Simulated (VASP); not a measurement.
Wanted: the native input for a VASP 6.6.1 run.

```yaml
Task: single point
Functional: PBE
Potentials_or_basis: VASP PAW PBE potentials, release 64 (Rb_sv, Na_pv, O)
Cutoff: 520 eV
k_mesh: 4 × 4 × 4
Occupations: gaussian, width 0.1 eV
Spin: collinear spin, ferromagnetic start
Starting_moments: "[0.0, 0.0, 0.0, 0.0, 1.0, 1.0] μB"
Dipole_correction: no
Further_INCAR_settings: ALGO = Normal; EDIFF = 1e-06; NBANDS = 36
```

The structure of Rb3NaO2 lies in POSCAR:

```
Rb3NaO2
1.0
   -2.9237743579      2.9237743579      4.9739650955
    2.9237743579     -2.9237743579      4.9739650955
    2.9237743579      2.9237743579     -4.9739650955
Rb Na O
3 1 2
Direct
    0.5000000000      0.5000000000      0.0000000000
    0.7500000000      0.2500000000      0.5000000000
    0.2500000000      0.7500000000      0.5000000000
    0.0000000000      0.0000000000      0.0000000000
    0.2183160752      0.2183160752      0.0000000000
    0.7816839248      0.7816839248      0.0000000000
```

The cell was built from a structure type or drawn by symmetry, and may not be a known phase.

The input as run:

INCAR

```
SYSTEM = Rb3NaO2
ALGO = Normal
EDIFF = 1E-6
ENCUT = 520
GGA = PE
ISIF = 2
ISMEAR = 0
ISPIN = 2
LASPH = .TRUE.
LCHARG = .FALSE.
LORBIT = 11
LREAL = .FALSE.
LWAVE = .FALSE.
MAGMOM = 0 0 0 0 1 1
NBANDS = 36
NELM = 150
PREC = Accurate
SIGMA = 0.1
```

KPOINTS

```
k-points
0
G
  4 4 4
  0 0 0
```

Potentials or basis: VASP PAW PBE potentials, release 64 (Rb_sv, Na_pv, O).

Command:

```console
$ cat potpaw_PBE.64/Rb_sv/POTCAR potpaw_PBE.64/Na_pv/POTCAR potpaw_PBE.64/O/POTCAR > POTCAR
$ mpirun -np 1 vasp_std > vasp.out
```

It gave:

```json
{
 "Pressure": "0.2 GPa",
 "Largest force": "0.023 eV/Å",
 "Net moment": "0.00 μB per cell",
 "Valence electrons inside the program's atomic spheres": "Rb 7.32, 7.33 (each value once); Na 6.11; O 4.87"
}
```

Run time: 5.2 min on 1 thread of Intel Xeon 8259CL, on a shared host, peak memory 0.47 GiB.
